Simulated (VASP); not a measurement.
# BeTe (F-43m) in VASP: settings compared

BeTe is run at these levels: BLYP, r2SCAN+D3(BJ); tasks: single point.

All numbers are computed with VASP 6.6.1; they aren't measurements. Logs are shortened: lines on timing, memory, paths and dates and some standing lists are left out, and cuts for length are marked.

**1. The cell of the first run**

Symmetry: F-43m, No. 216, cubic system. The conventional cell has a = 5.750 Å, b = 5.750 Å, c = 5.750 Å, α = 90.00°, β = 90.00°, γ = 90.00°. Within 3.3 Å of Te (site symmetry -43m) lie 4 Be at 2.49 Å. Within 3.3 Å of Be (site symmetry -43m) lie 4 Te at 2.49 Å.

**2. Single point, BLYP**

INCAR

```
SYSTEM = BeTe
PREC = Accurate
ENCUT = 520
EDIFF = 1E-6
ISMEAR = -1
SIGMA = 0.05
LREAL = .False.
LASPH = .True.
NELM = 60
ALGO = Normal
ISIF = 2
LWAVE = .False.
LCHARG = .False.
GGA = B5
ALDAX = 1.0
AGGAX = 1.0
AGGAC = 1.0
ALDAC = 0.0
NBANDS = 11
```

KPOINTS

```
regular mesh
0
Gamma
  8 8 8
  0 0 0
```

POSCAR

```
BeTe
1.0
    0.0000000000      2.8749387982      2.8749387982
    2.8749387982      0.0000000000      2.8749387982
    2.8749387982      2.8749387982      0.0000000000
Te Be
1 1
Direct
    0.7500000000      0.7500000000      0.7500000000
    0.0000000000      0.0000000000      0.0000000000
```

Potentials or basis: VASP PAW PBE potentials, release 64 (Te, Be).

Launch:

```
cat potpaw_PBE.64/Te/POTCAR potpaw_PBE.64/Be/POTCAR > POTCAR
mpirun -np 1 vasp_std > vasp.out
```

OUTCAR:

```text
SYSTEM = BeTe
   PREC = Accurate
   ENCUT = 520
   EDIFF = 1E-6
   ISMEAR = -1
   LREAL = .False.
   LASPH = .True.
   NELM = 60
   ISIF = 2
   GGA = B5

 ion  position               nearest neighbor table
   1  0.750  0.750  0.750-   2 2.49   2 2.49   2 2.49   2 2.49
   2  0.000  0.000  0.000-   1 2.49   1 2.49   1 2.49   1 2.49

  LATTYP: Found a face centered cubic cell.
 ALAT       =     5.7498775964

  Lattice vectors:

 A1 = (   0.0000000000,   2.8749387982,   2.8749387982)
 A2 = (   2.8749387982,   0.0000000000,   2.8749387982)
 A3 = (   2.8749387982,   2.8749387982,   0.0000000000)

Analysis of symmetry for initial positions (statically):
=====================================================================
 Subroutine PRICEL returns:
 Original cell was already a primitive cell.

 Routine SETGRP: Setting up the symmetry group for a
 face centered cubic supercell.

 Subroutine GETGRP returns: Found 24 space group operations
 (whereof 24 operations were pure point group operations)
 out of a pool of 48 trial point group operations.

The static configuration has the point symmetry T_d .

Analysis of symmetry for dynamics (positions and initial velocities):
=====================================================================
 Subroutine PRICEL returns:
 Original cell was already a primitive cell.

 Routine SETGRP: Setting up the symmetry group for a
 face centered cubic supercell.

 Subroutine GETGRP returns: Found 24 space group operations
 (whereof 24 operations were pure point group operations)
 out of a pool of 48 trial point group operations.

The dynamic configuration has the point symmetry T_d .

 Subroutine INISYM returns: Found 24 space group operations
 (whereof 24 operations are pure point group operations),
 and found     1 'primitive' translations

----------------------------------------------------------------------------------------

                                     Primitive cell

  volume of cell :      47.5243

  direct lattice vectors                    reciprocal lattice vectors
     0.000000000  2.874938798  2.874938798    -0.173916746  0.173916746  0.173916746
     2.874938798  0.000000000  2.874938798     0.173916746 -0.173916746  0.173916746
     2.874938798  2.874938798  0.000000000     0.173916746  0.173916746 -0.173916746

  length of vectors
[... 87 lines left out ...]
   NFREE  =      0    steps in history (QN), initial steepest desc. (CG)
   ISIF   =      2    stress and relaxation
   ISYM   =      2    0-nonsym 1-usesym 2-fastsym
   POTIM  = 0.5000    time-step for ionic-motion
   TEBEG  =    0.0;   TEEND  =   0.0 temperature during run
   PSTRESS=    0.0 pullay stress
   NELECT =       8.0000    total number of electrons
   NUPDOWN=      -1.0000    fix difference up-down
   EMIN   =  10.00;   EMAX   =-10.00  energy-range for DOS
   EFERMI =   0.00;   METHOD = LEGACY
   ISMEAR =    -1;   SIGMA  =   0.05  broadening in eV -4-tet -1-fermi 0-gaus
   EFERMI_NEDOS =   21; number of points for ismear=-14 and -15
   IALGO  =     38    algorithm
   IMIX   =      4    mixing-type and parameters
     AMIX     =   0.40;   BMIX     =  1.00
     AMIX_MAG =   1.60;   BMIX_MAG =  1.00
  volume/ion in A,a.u.               =      23.76       160.35
  Fermi-wavevector in a.u.,A,eV,Ry     =   0.903926  1.708173 11.117079  0.817082
  Thomas-Fermi vector in A             =   2.027311
   LORBIT       =      0    0 simple, 1 ext, 2 COOP (PROOUT), +10 PAW based schemes
   GGA     = B5    functional components
   LHFCALC =     F    Hartree Fock is set to
   AEXX    =    0.0000 exact exchange contribution
   IVDW    =     0    specifies the selected vdW correction
   LEPSILON=     F    determine dielectric tensor
   LRPA    =     F    only Hartree local field effects (RPA)
 non-spin polarized calculation
  energy-cutoff  :      520.00
  volume of cell :       47.52
 maximum number of plane-waves:      1303
   NGX = 15   NGY = 15   NGZ = 15

 number of electron       8.0000000 magnetization

 Free energy of the ion-electron system (eV)
  ---------------------------------------------------
  ext. energy  EPLUGINS =         0.00000000
  ---------------------------------------------------
  free energy    TOTEN  =        -6.62188643 eV

  energy without entropy =       -6.62188643  energy(sigma->0) =       -6.62188643

 E-fermi :   5.8130     XC(G=0):  -8.1998

 val. band max:        4.8163560024   @ k =   0.0000   0.0000   0.0000
 cond. band min:       7.1825107051   @ k =   0.5000   0.5000   0.0000
 fundamental gap:      2.3661547028
 Fermi energy:         5.8130036950

 k-point     1 :       0.0000    0.0000    0.0000
  band No.  band energies     occupation
      1      -7.0376      2.00000
      2       4.8164      2.00000
      3       4.8164      2.00000
      4       4.8164      2.00000
      5       8.3567      0.00000
      6       8.5729      0.00000
      7       8.5729      0.00000
      8       8.5729      0.00000
      9      13.2475      0.00000
     10      15.1048      0.00000
     11      15.1048      0.00000
[... 309 lines left out ...]
 k-point    24 :      -0.3750    0.2500    0.1250
  band No.  band energies     occupation
      1      -5.6648      2.00000
      2       0.1473      2.00000
      3       2.2045      2.00000
      4       3.1291      2.00000
      5       9.0683      0.00000
      6       9.3783      0.00000
      7      11.3656      0.00000
      8      12.4574      0.00000
      9      13.3937      0.00000
     10      16.2678      0.00000
     11      16.7716      0.00000

 [... further k-points ...]

------------------------ aborting loop because EDIFF is reached ----------------------------------------

  FORCE on cell =-STRESS in cart. coord.  units (eV):
  Direction    XX          YY          ZZ          XY          YZ          ZX
  --------------------------------------------------------------------------------------
  -------------------------------------------------------------------------------------
  Total        0.0677194      0.0677194      0.0677194      0.0000000      0.0000000      0.0000000
  in kB        2.2830112      2.2830112      2.2830112      0.0000000      0.0000000      0.0000000
  external PRESSURE =       2.2830112 kB  Pullay stress =       0.0000000 kB

 VOLUME and BASIS-vectors are now :
 -----------------------------------------------------------------------------
  energy-cutoff  :      520.00
  volume of cell :       47.52
      direct lattice vectors                 reciprocal lattice vectors
     0.000000000  2.874938798  2.874938798    -0.173916746  0.173916746  0.173916746
     2.874938798  0.000000000  2.874938798     0.173916746 -0.173916746  0.173916746
     2.874938798  2.874938798  0.000000000     0.173916746  0.173916746 -0.173916746

 POSITION                                       TOTAL-FORCE (eV/Angst)
 -----------------------------------------------------------------------------------
      4.31241      4.31241      4.31241        -0.000000     -0.000000     -0.000000
      0.00000      0.00000      0.00000         0.000000      0.000000      0.000000
 -----------------------------------------------------------------------------------
    total drift:                               -0.000000     -0.000000     -0.000000

  FREE ENERGIE OF THE ION-ELECTRON SYSTEM (eV)
  ---------------------------------------------------
  free  energy   TOTEN  =        -6.6218864292 eV

  energy  without entropy=       -6.6218864291  energy(sigma->0) =       -6.62188643
```

OSZICAR:

```text
N       E                     dE             d eps       ncg     rms          rms(c)
DAV:   1     0.198297857477E+02    0.19830E+02   -0.32449E+03   638   0.577E+02
DAV:   2    -0.570741126982E+01   -0.25537E+02   -0.24599E+02   857   0.940E+01
DAV:   3    -0.671323066596E+01   -0.10058E+01   -0.10048E+01   823   0.192E+01
DAV:   4    -0.672405779835E+01   -0.10827E-01   -0.10826E-01   772   0.227E+00
DAV:   5    -0.672425530567E+01   -0.19751E-03   -0.19751E-03   802   0.288E-01    0.378E+00
DAV:   6    -0.664606877680E+01    0.78187E-01   -0.93112E-02   707   0.131E+00    0.229E+00
DAV:   7    -0.662054966513E+01    0.25519E-01   -0.11865E-01   727   0.162E+00    0.334E-01
DAV:   8    -0.662163900593E+01   -0.10893E-02   -0.49528E-03   761   0.428E-01    0.773E-02
DAV:   9    -0.662187126113E+01   -0.23226E-03   -0.29384E-04   759   0.118E-01    0.217E-02
DAV:  10    -0.662188610151E+01   -0.14840E-04   -0.38470E-05   716   0.323E-02    0.148E-02
DAV:  11    -0.662188642918E+01   -0.32767E-06   -0.19820E-06   779   0.889E-03
   1 F= -.66218864E+01 E0= -.66218864E+01  d E =-.309801E-10
```

stdout:

```text
POSCAR found type information on POSCAR TeBe
 POSCAR found :  2 types and       2 ions
 scaLAPACK will be used
 -----------------------------------------------------------------------------
|                                                                             |
|                                                                             |
|     You enforced a specific xc type in the INCAR file but a different       |
|     I HOPE YOU KNOW WHAT YOU ARE DOING!                                     |
|                                                                             |
 -----------------------------------------------------------------------------

 LDA part: xc-table for (Slater(with rela. corr.)+VWN5), standard interpolation
 POSCAR, INCAR and KPOINTS ok, starting setup
 FFT: planning ... GRIDC
 FFT: planning ... GRID_SOFT
 FFT: planning ... GRID
 WAVECAR not read
 entering main loop
```

Run time: 14 s. Hardware: 1 thread of AMD EPYC 9R45 (Zen 5), shared host; peak memory 0.14 GiB.

What came out:

| Quantity | Value |
| --- | --- |
| Free energy | -6.6219 eV |
| Pressure | 0.2 GPa |
| Band gap on the k mesh | 2.37 eV, indirect (least direct gap 3.54 eV) |

Caveat: the PAW data sets were made with another functional, which shifts forces and pressure a little; spin-orbit coupling is left out, which moves the levels of the heavy elements.

**3. Single point, r2SCAN+D3(BJ)**

This run uses another cell than the first one, of 22.21 Å³/atom, 0.935 times its volume.

POSCAR

```
BeTe
1.0
    0.0000000000      2.8107488482      2.8107488482
    2.8107488482      0.0000000000      2.8107488482
    2.8107488482      2.8107488482      0.0000000000
Te Be
1 1
Direct
    0.7500000000      0.7500000000      0.7500000000
    0.0000000000      0.0000000000      0.0000000000
```

INCAR.step1

```
  PREC = Accurate
  ENCUT = 520
  ISMEAR = -1
  SIGMA = 0.05
  LREAL = False
  LASPH = True
  NELM = 100
  NBANDS = 11
  GGA = PE
  ALGO = Normal
  EDIFF = 1E-4
  LWAVE = True
  LCHARG = False
```

INCAR.step2

```
  PREC = Accurate
  ENCUT = 520
  EDIFF = 1E-6
  ISMEAR = -1
  SIGMA = 0.05
  LREAL = False
  LASPH = True
  NELM = 100
  ALGO = Normal
  ISIF = 2
  LWAVE = False
  LCHARG = True
  METAGGA = R2SCAN
  LMIXTAU = True
  IVDW = 12
  LELF = True
  LVHAR = True
  VDW_S6 = 1.0
  VDW_S8 = 0.78981345
  VDW_A1 = 0.49484001
  VDW_A2 = 5.73083694
  NBANDS = 11
  ISTART = 1
```

KPOINTS

```
Automatic mesh
0
Gamma
  8 8 8
```

Potentials or basis: VASP PAW PBE potentials, release 64 (Te, Be).

Launch:

```
cat potpaw_PBE.64/Te/POTCAR potpaw_PBE.64/Be/POTCAR > POTCAR
cp INCAR.step1 INCAR
mpirun -np 1 vasp_std > vasp.out
cp INCAR.step2 INCAR
mpirun -np 1 vasp_std > vasp.out
```

It took 35 s on 1 thread of AMD EPYC 9R45 (Zen 5), shared host; peak memory 0.15 GiB.

It converged, with:

* Free energy: -31.0023 eV
* Pressure: 0.2 GPa
* Band gap on the k mesh: 2.32 eV, indirect (least direct gap 4.01 eV)
* Dispersion energy per atom: -0.161 eV

Levels at points of the mesh, in eV from the valence-band top:
```csv
k point,band 2,band 3,band 4,band 5,band 6,band 7
"(0.00, 0.00, 0.00)",0.00,0.00,0.00,4.01,4.01,4.01
"(0.50, 0.00, 0.00)",-5.80,-1.18,-1.18,3.57,5.01,5.01
"(0.50, 0.50, 0.00)",-5.37,-2.77,-2.77,2.32,2.98,10.61
```

Caveat: the PAW data sets were made with another functional, which shifts forces and pressure a little; spin-orbit coupling is left out, which moves the levels of the heavy elements. A k mesh can miss the band edges.
